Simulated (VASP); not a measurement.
**B2: single point with PBE**

The system is B2, in a box.

```
B
1.0
     9.00000    0.00000    0.00000
     0.00000    9.35000    0.00000
     0.00000    0.00000   11.30000
B
2
Direct
  0.50000 0.50000 0.42920
  0.50000 0.50000 0.57080
```

```yaml
Program: VASP 6.6.1
Task: single point
Functional: PBE
Potentials_or_basis: VASP PAW PBE potentials, release 64 (B)
Cutoff: 420 eV
k_mesh: 1 × 1 × 1
Occupations: fermi-dirac, width 0.05 eV
Spin: collinear spin
Starting_moments: "[1.0, 1.0] μB"
Dipole_correction: no
Further_INCAR_settings: ALGO = Normal; EDIFF = 1e-06; NBANDS = 14
```

| Property | Result |
| --- | --- |
| Largest force | 0.385 eV/Å |
| Gap between the frontier levels | 0.85 eV |
| Net moment | 2.00 μB per cell |
| Site moments | B +0.44 μB |
| Valence electrons inside the program's atomic spheres | B 1.55 |

Forces in eV/Å, atoms in the order of the input:
```
B    0.000  0.000 -0.385
B    0.000  0.000  0.385
```

Levels at points of the mesh, in eV from the valence-band top:
Spin up:
```
           k point  band 1  band 2  band 3  band 4  band 5  band 6  band 7  band 8  band 9
(0.00, 0.00, 0.00)   -7.50   -1.42    0.00    0.00    0.85    4.56    4.56    5.60    6.65
```
Spin down:
| k point | band 1 | band 2 | band 3 | band 4 | band 5 | band 6 |
| --- | --- | --- | --- | --- | --- | --- |
| (0.00, 0.00, 0.00) | -6.08 | -0.56 | 1.13 | 1.75 | 1.75 | 5.83 |

Wall time 3.4 min on 1 thread of Intel Xeon 8259CL (shared host), peak memory 0.8 GiB.
